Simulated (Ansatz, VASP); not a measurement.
**One calculation of C, two programs**

```
C
1.0
     0.00000    1.80116    1.80116
     1.80116    0.00000    1.80116
     1.80116    1.80116    0.00000
C
2
Cartesian
  0.4503 0.4503 0.4503
  3.1520 3.1520 3.1520
```

Alike in both runs: task single point; functional PBE; k mesh 4 × 4 × 4; no spin polarisation.

|  | VASP | Ansatz |
| --- | --- | --- |
| version | VASP 6.6.1 | Ansatz 0.2 development build |
| potentials or method | VASP PAW PBE potentials, release 64 (C), cutoff 600 eV | all-electron full-potential LAPW, scalar-relativistic |
| occupations | gaussian, width 0.01 eV | fixed |

|  | VASP | Ansatz | Ansatz less VASP |
| --- | --- | --- | --- |
| gap on the k mesh at the Fermi level (eV) | 4.36 | 4.37 | +0.008 |
| pressure (GPa) | -9.6 | -9.6 | +0.03 |

Ansatz ran all-electron here, and VASP with PAW potentials.

The k mesh is coarse, so the values compare programs but aren't converged.
